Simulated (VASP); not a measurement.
A run of VASP 6.6.1 is set up as follows.

Contents of INCAR:

```
SYSTEM = PtS2
  PREC = Accurate
  ENCUT = 520
  EDIFF = 1E-6
  ISMEAR = -1
  SIGMA = 0.086
  LREAL = .False.
  LASPH = .True.
  NELM = 100
  ALGO = Normal
  ISIF = 2
  LWAVE = .False.
  LCHARG = .False.
  GGA = PS
  NBANDS = 18
```

KPOINTS

```
regular mesh
0
Gamma
  4 4 4
  0 0 0
```

POSCAR

```
PtS2
1.0
    1.7391392326      1.0040925041      5.0958703778
   -1.7391392326      1.0040925041      5.0958703778
    0.0000000000     -2.0081850081      5.0958703778
Pt S
1 2
Direct
   -0.0388876608     -0.0403763282      0.0686991598
    0.6818282939      0.6698976792     -0.0817240853
    0.2081166584      0.2291063522      0.3170073200
```

Potentials or basis: VASP PAW PBE potentials, release 64 (Pt, S).

Launch:

```bash
$ cat potpaw_PBE.64/Pt/POTCAR potpaw_PBE.64/S/POTCAR > POTCAR
$ mpirun -np 1 vasp_std > vasp.out
```

What does it give for the largest force?

1.731 eV/Å.

Estimate the pressure.

1.6 GPa.

Forces on the atoms (eV/Å):
```
Pt  -0.254 -1.124  1.292
S   -0.179  1.259 -1.092
S    0.433 -0.135 -0.200
```

Caveat: the k points lie up to 0.53 Å⁻¹ apart; the PAW data sets were made with another functional, which shifts forces and pressure a little.
